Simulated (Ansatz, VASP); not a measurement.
TaF3 in VASP and in Ansatz

Contents of INCAR:

```
SYSTEM = TaF3
  ALGO = Normal
  EDIFF = 1E-6
  ENCUT = 520
  GGA = PS
  ISIF = 2
  ISMEAR = 0
  LASPH = .TRUE.
  LCHARG = .FALSE.
  LREAL = .FALSE.
  LWAVE = .FALSE.
  NBANDS = 24
  NELM = 60
  PREC = Accurate
  SIGMA = 0.15
```

KPOINTS

```
k-points
0
G
  12 12 12
  0 0 0
```

Contents of POSCAR:

```
TaF3
1.0
    3.9012000000      0.0000000000      0.0000000000
    0.0000000000      3.9012000000      0.0000000000
    0.0000000000      0.0000000000      3.9012000000
Ta F
1 3
Direct
    0.0000000000      0.0000000000      0.0000000000
    0.5000000000      0.0000000000      0.0000000000
    0.0000000000      0.5000000000      0.0000000000
    0.0000000000      0.0000000000      0.5000000000
```

Input for Ansatz:

```yaml
crystal:
  lattice:
    - [3.9012, 0.0, 0.0]
    - [0.0, 3.9012, 0.0]
    - [0.0, 0.0, 3.9012]
  atoms:
    - { symbol: Ta, position: [0.0, 0.0, 0.0] }
    - { symbol: F, position: [0.5, 0.0, 0.0] }
    - { symbol: F, position: [0.0, 0.5, 0.0] }
    - { symbol: F, position: [0.0, 0.0, 0.5] }
basis:
  ecutwfc: 420
kpoints:
  mp_grid: { grid: [12, 12, 12] }
hamiltonian:
  xc: pbesol
scf:
  occupations: { method: gaussian, width: 0.15 }
output:
  forces: true
  stress: true
  eigenvalues: true
```

Alike in both runs: task single point; functional PBEsol; k mesh 12 × 12 × 12; occupations gaussian, width 0.15 eV; no spin polarisation.

```csv
,VASP,Ansatz
version,VASP 6.6.1,Ansatz 0.2.0
potentials or method,"VASP PAW PBE potentials, release 64 (Ta_pv, F), cutoff 520 eV","scalar-relativistic, plane waves, PAW"
valence electrons in the cell,32,34
```

Ansatz gave:

* gap on the k mesh at the Fermi level (eV): none
* pressure (GPa): 20.4

Q: Estimate VASP's values.

A: gap on the k mesh at the Fermi level (eV): none; pressure (GPa): 20.9.

VASP's potentials were made for PBE, not for PBEsol. A gap of «none» marks a metal or a gap that the smearing closes. With one functional, cell and mesh, what is left measures potentials, basis and numerics. VASP's potentials hold 32 valence electrons a cell and Ansatz's 34, so a difference there can come from the potentials and not from the codes.

Spin-orbit coupling is off throughout.
